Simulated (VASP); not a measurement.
# GaSb: single point with LDA

Crystal: GaSb.

```
Ga Sb
1.0
     0.00000    3.02519    3.02519
     3.02519    0.00000    3.02519
     3.02519    3.02519    0.00000
Ga Sb
1 1
Direct
  0.00000 0.00000 0.00000
  0.25000 0.25000 0.25000
```

* Program: VASP 6.6.1
* Task: single point
* Functional: LDA
* Potentials or basis: VASP PAW LDA potentials, release 64 (Ga_d, Sb)
* Cutoff: 520 eV
* k mesh: 6 × 6 × 6
* Occupations: fermi-dirac, width 0.02 eV
* Spin: no spin polarisation
* Dipole correction: no
* Further INCAR settings: ALGO = Normal; EDIFF = 1e-06; NBANDS = 16

| Item | Value |
| --- | --- |
| Pressure | 0.1 GPa |
| Band gap on the k mesh | 0.11 eV, direct |

Levels at points of the mesh, in eV from the valence-band top:
```csv
k point,band 5,band 6,band 7,band 8,band 9,band 10,band 11,band 12,band 13,band 14
"(0.00, 0.00, 0.00)",-15.17,-11.75,0.00,0.00,0.00,0.11,2.73,2.73,2.73,5.63
"(0.50, 0.00, 0.00)",-15.17,-10.04,-6.58,-1.21,-1.21,0.36,3.71,3.71,6.28,9.39
"(0.50, 0.50, 0.00)",-15.17,-9.17,-7.01,-2.70,-2.70,0.79,1.09,8.79,8.79,10.18
```

Run time: 9.4 s on 1 thread of Intel(R) Xeon(R) Platinum 8488C (Sapphire Rapids), with other jobs on the host, peak memory 0.16 GiB.

Caveat: spin-orbit coupling is left out, which moves the levels of the heavy elements. A k mesh can miss the band edges.
